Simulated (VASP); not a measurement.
Here is a VASP 6.6.1 calculation.

Contents of INCAR:

```
SYSTEM = InAs
PREC = Accurate
ENCUT = 520
EDIFF = 1E-6
ISMEAR = 0
SIGMA = 0.028000000000000004
LREAL = .FALSE.
LASPH = .TRUE.
NELM = 60
ALGO = Normal
ISIF = 2
LWAVE = .FALSE.
LCHARG = .FALSE.
GGA = PE
NBANDS = 16
```

Contents of KPOINTS:

```
regular mesh
0
G
  8 8 8
  0 0 0
```

Contents of POSCAR:

```
InAs
1.0
    0.0000000000      3.0180000000      3.0180000000
    3.0180000000      0.0000000000      3.0180000000
    3.0180000000      3.0180000000      0.0000000000
In As
1 1
Direct
    0.0000000000      0.0000000000      0.0000000000
    0.7500000000      0.7500000000      0.7500000000
```

Potentials or basis: VASP PAW PBE potentials, release 64 (In_d, As).

Launch:

```sh
$ cat potpaw_PBE.64/In_d/POTCAR potpaw_PBE.64/As/POTCAR > POTCAR
$ mpirun -np 1 vasp_std > vasp.out
```

Q: What does it give for the band gap on the k mesh?

A: Zero (filled and empty bands touch).

Q: Predict the pressure.

A: 4.4 GPa.

Caveat: spin-orbit coupling is left out, which moves the levels of the heavy elements.
